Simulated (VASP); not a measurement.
Runs of VASP 6.6.1 on CaO. The structure is cubic, space group Fm-3m (No. 225). Conventional cell: a = 4.801 Å, b = 4.801 Å, c = 4.801 Å, α = 90.00°, β = 90.00°, γ = 90.00°. Within 3.2 Å of Ca (site symmetry m-3m) lie 6 O at 2.40 Å. Within 3.2 Å of O (site symmetry m-3m) lie 6 Ca at 2.40 Å. 

```csv
level,k mesh,cutoff (eV),smearing,gap on the mesh (eV),pressure (GPa)
PBE,9 × 9 × 9,520,fermi-dirac 0.1 eV,3.69,2.6
PBE,6 × 6 × 6,600,tetrahedron,3.63,2.5
PBE+D4,6 × 6 × 6,600,fermi-dirac 0.1 eV,3.63,(a)
PBE,6 × 6 × 6,600,methfessel-paxton 0.001 eV,3.63,2.5
RPBE,6 × 6 × 6,600,fermi-dirac 0.1 eV,3.74,(b)
```

Alike in all rows: task single point; potentials or basis VASP PAW PBE potentials, release 64 (Ca_sv, O); no spin polarisation; cell as given.

Fill in the values left out.

(a) 0.4; (b) 6.3.

Caveats: the PAW data sets were made with another functional, which shifts forces and pressure a little (some runs).

A k mesh can miss the band edges.
